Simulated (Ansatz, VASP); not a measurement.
## One calculation of ZnS, two programs

The input POSCAR:

```
ZnS
1.0
    3.8109987816      0.0000000000      0.0000000000
   -1.9054993908      3.3004217586      0.0000000000
    0.0000000000      0.0000000000      6.2340000000
Zn S
2 2
Direct
    0.2674831703      0.6184610016      0.0360923965
    0.6666666667      0.3333333333      0.5000000000
    0.3333333333      0.6666666667      0.3850000000
    0.6666666667      0.3333333333      0.8850000000
```

Contents of INCAR.step1:

```
SYSTEM = ZnS
PREC     = Accurate       ! precision mode
ENCUT    = 520            ! plane-wave cutoff, eV
ISMEAR   = 0              ! smearing method
SIGMA    = 0.05           ! smearing width, eV
LREAL    = .FALSE.        ! projectors in reciprocal space
LASPH    = .TRUE.         ! aspherical terms in the spheres
NELM     = 80             ! most SCF steps
NBANDS   = 26             ! bands
GGA      = PE             ! functional
ALGO     = Normal         ! electronic algorithm
EDIFF    = 1E-4           ! SCF threshold, eV
LWAVE    = .TRUE.         ! write WAVECAR
LCHARG   = .FALSE.        ! write CHGCAR
```

File INCAR.step2:

```
SYSTEM = ZnS
PREC     = Accurate       ! precision mode
ENCUT    = 520            ! plane-wave cutoff, eV
EDIFF    = 1E-6           ! SCF threshold, eV
ISMEAR   = 0              ! smearing method
SIGMA    = 0.05           ! smearing width, eV
LREAL    = .FALSE.        ! projectors in reciprocal space
LASPH    = .TRUE.         ! aspherical terms in the spheres
NELM     = 80             ! most SCF steps
ALGO     = Normal         ! electronic algorithm
ISIF     = 2              ! what is computed and relaxed
LWAVE    = .FALSE.        ! write WAVECAR
LCHARG   = .TRUE.         ! write CHGCAR
METAGGA  = R2SCAN         ! meta-GGA
LMIXTAU  = .TRUE.       
LELF     = .TRUE.         ! ELF
LVHAR    = .TRUE.       
NBANDS   = 26             ! bands
ISTART   = 1
```

KPOINTS

```
Automatic mesh
0
G
  6 6 4
  0 0 0
```

Input for Ansatz:

```yaml
crystal:
  lattice:
    - [3.8109987816, 0.0, 0.0]
    - [-1.9054993908, 3.3004217586, 0.0]
    - [0.0, 0.0, 6.234]
  atoms:
    - { symbol: Zn, position: [0.2674831703, 0.6184610016, 0.0360923965] }
    - { symbol: Zn, position: [0.6666666667, 0.3333333333, 0.5] }
    - { symbol: S, position: [0.3333333333, 0.6666666667, 0.385] }
    - { symbol: S, position: [0.6666666667, 0.3333333333, 0.885] }
basis:
  ecutwfc: 500
kpoints:
  mp_grid: { grid: [6, 6, 4] }
hamiltonian:
  xc: r2scan
scf:
  occupations: { method: gaussian, width: 0.05 }
output:
  forces: true
  stress: true
  eigenvalues: true
```

Alike in both runs: task single point; functional r2SCAN; k mesh 6 × 6 × 4; occupations gaussian, width 0.05 eV; no spin polarisation.

|  | VASP | Ansatz |
| --- | --- | --- |
| version | VASP 6.6.1 | Ansatz 0.2.0 |
| potentials or method | VASP PAW PBE potentials, release 64 (Zn, S), cutoff 520 eV | scalar-relativistic, plane waves, PAW |
| valence electrons in the cell | 36 | 36 |

Ansatz gave:

```
gap on the k mesh at the Fermi level (eV)                     : 2.44
least direct gap on the mesh (eV)                             : 2.44
pressure (GPa)                                                : 1.3
traceless stress, the component that is largest in VASP (GPa) : 1.89
rms of the force components (eV/Å)                            : 0.708
```

Q: What did VASP give for the same quantities?

A: gap on the k mesh at the Fermi level (eV): 2.44; least direct gap on the mesh (eV): 2.44; pressure (GPa): 1.4; traceless stress, the component that is largest in VASP (GPa): 1.91; rms of the force components (eV/Å): 0.709.

VASP's potentials were made for PBE, not for r2SCAN. Atom by atom the forces differ by 0.006 eV/Å (rms over components). With one functional, cell and mesh, what is left measures potentials, basis and numerics.
